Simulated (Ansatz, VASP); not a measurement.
# Sb: VASP beside Ansatz

File INCAR:

```
PREC     = Accurate       # precision mode
ENCUT    = 520            # plane-wave cutoff, eV
EDIFF    = 1E-7           # SCF threshold, eV
ISMEAR   = -1             # smearing method
SIGMA    = 0.05           # smearing width, eV
LREAL    = False          # projectors in reciprocal space
LASPH    = True           # aspherical terms in the spheres
NELM     = 60             # most SCF steps
ALGO     = Normal         # electronic algorithm
ISIF     = 2              # what is computed and relaxed
LWAVE    = False          # write WAVECAR
LCHARG   = False          # write CHGCAR
GGA      = PE             # functional
NBANDS   = 12             # bands
```

Contents of KPOINTS:

```
regular mesh
0
Gamma
  9 9 9
```

Contents of POSCAR:

```
Sb
1.0
    2.1542000000      1.2437279499      3.7580000000
   -2.1542000000      1.2437279499      3.7580000000
    0.0000000000     -2.4874558998      3.7580000000
Sb
2
Direct
    0.1774524000      0.1774524000      0.2974524000
    0.8225476000      0.8225476000      0.7025476000
```

Input for Ansatz:

```yaml
crystal:
  lattice:
    - [2.1542, 1.2437279499, 3.758]
    - [-2.1542, 1.2437279499, 3.758]
    - [0.0, -2.4874558998, 3.758]
  atoms:
    - { symbol: Sb, position: [0.1774524, 0.1774524, 0.2974524] }
    - { symbol: Sb, position: [0.8225476, 0.8225476, 0.7025476] }
kpoints:
  mp_grid: { grid: [9, 9, 9] }
scf:
  occupations: { method: fermi_dirac, width: 0.05 }
hamiltonian:
  xc: pbe
  pseudopotentials: { kind: all_electron, lapw: { basis_error: 0.001 } }
output:
  forces: true
  stress: true
  eigenvalues: true
  populations: true
```

Change from the starting cell: shortest bond scaled by 0.76, LAPW.

Alike in both runs: task single point; functional PBE; k mesh 9 × 9 × 9; occupations fermi-dirac, width 0.05 eV; no spin polarisation.

|  | VASP | Ansatz |
| --- | --- | --- |
| version | VASP 6.6.1 | Ansatz 0.2.0 |
| potentials or method | VASP PAW PBE potentials, release 64 (Sb), cutoff 520 eV | all-electron LAPW, scalar-relativistic |

VASP gave:

* pressure (GPa): 25.0
* traceless stress, the component that is largest in VASP (GPa): 29.31
* rms of the force components (eV/Å): 6.891

Question: Estimate Ansatz's values.

Answer: Pressure (GPa): 24.5; traceless stress, the component that is largest in VASP (GPa): 28.87; rms of the force components (eV/Å): 6.789.

Atom by atom the forces differ by 0.102 eV/Å (rms over components). Ansatz ran all-electron here, and VASP with PAW potentials.

Neither program's run includes spin-orbit coupling.
